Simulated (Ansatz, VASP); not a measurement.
## One calculation of Mo, two programs

```xyz
1
Lattice="-1.5806 1.5806 1.5806 1.5806 -1.5806 1.5806 1.5806 1.5806 -1.5806" Properties=species:S:1:pos:R:3 pbc="T T T"
Mo    0.0000    0.0000    0.0000
```

Alike in both runs: task single point; functional PBE; k mesh 20 × 20 × 20; occupations gaussian, width 0.05 eV; no spin polarisation.

```csv
,VASP,Ansatz
version,VASP 6.6.1,Ansatz 0.2.0
potentials or method,"VASP PAW PBE potentials, release 64 (Mo_sv), cutoff 520 eV","scalar-relativistic, plane waves, PAW"
valence electrons in the cell,14,14
```

```tsv
	VASP	Ansatz	Ansatz less VASP
gap on the k mesh at the Fermi level (eV)	none	none	-
pressure (GPa)	0.5	0.0	-0.51
```

A gap of «none» marks a metal or a gap that the smearing closes. The functional is the same, so the differences come from potentials, cutoffs and numerics.
